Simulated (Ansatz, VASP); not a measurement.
**One calculation of KGeF3, two programs**

File POSCAR:

```
KGeF3
1.0
    4.3217163164      0.0000000000      0.0000000000
    0.0000000000      4.3875292553      0.0000000000
    0.0000000000      0.0000000000      4.3875292553
K Ge F
1 1 3
Direct
    0.0000000000      0.0000000000      0.0000000000
    0.5000000000      0.5000000000      0.5000000000
    0.5000000000      0.5000000000      0.0000000000
    0.5000000000      0.0000000000      0.5000000000
    0.0000000000      0.5000000000      0.5000000000
```

The input INCAR.step1:

```
SYSTEM = KGeF3
PREC = Accurate
ENCUT = 520
ISMEAR = 0
SIGMA = 0.01
LREAL = .False.
LASPH = .True.
NELM = 100
NBANDS = 30
GGA = PE
ALGO = Normal
EDIFF = 1E-4
LWAVE = .True.
LCHARG = .False.
```

File INCAR.step2:

```
SYSTEM = KGeF3
PREC = Accurate
ENCUT = 520
EDIFF = 1E-7
ISMEAR = 0
SIGMA = 0.01
LREAL = .False.
LASPH = .True.
NELM = 100
ALGO = Normal
ISIF = 2
LWAVE = .False.
LCHARG = .False.
METAGGA = R2SCAN
LMIXTAU = .True.
NBANDS = 30
ISTART = 1
```

KPOINTS

```
regular mesh
0
Gamma
  6 6 6
  0 0 0
```

Input for Ansatz:

```yaml
crystal:
  lattice:
    - [4.3217163164, 0.0, 0.0]
    - [0.0, 4.3875292553, 0.0]
    - [0.0, 0.0, 4.3875292553]
  atoms:
    - { symbol: K, position: [0.0, 0.0, 0.0] }
    - { symbol: Ge, position: [0.5, 0.5, 0.5] }
    - { symbol: F, position: [0.5, 0.5, 0.0] }
    - { symbol: F, position: [0.5, 0.0, 0.5] }
    - { symbol: F, position: [0.0, 0.5, 0.5] }
kpoints:
  mp_grid: { grid: [6, 6, 6] }
  band_path:
    path: [[0.0, 0.0, 0.0], [0.0, 0.5, 0.0], [0.5, 0.5, 0.0], [0.5, 0.5, 0.5]]
    npoints: 1
hamiltonian:
  xc: r2scan
scf:
  occupations: { method: fixed }
  n_extra_bands: 5
output:
  forces: true
  stress: true
  eigenvalues: true
  write_density: true
  write_potential: true
  elf: true
  volumetric_format: npy
```

Change from the starting cell: uniaxial_x strain -1.5%.

Alike in both runs: task single point; functional r2SCAN; k mesh 6 × 6 × 6; no spin polarisation.

|  | VASP | Ansatz |
| --- | --- | --- |
| version | VASP 6.6.1 | Ansatz 0.2.0 |
| potentials or method | VASP PAW PBE potentials, release 64 (K_sv, Ge_d, F) | plane waves, PAW |
| plane-wave cutoff (eV) | 520 | 500 |
| occupations | gaussian, width 0.01 eV | fixed |
| valence electrons in the cell | 44 | 44 |

```csv
,VASP,Ansatz,Ansatz less VASP
gap on the k mesh at the Fermi level (eV),1.90,1.91,+0.008
pressure (GPa),0.7,0.9,+0.19
"traceless stress, the component that is largest in VASP (GPa)",0.79,0.80,+0.002
```

VASP's potentials were made for PBE, not for r2SCAN.
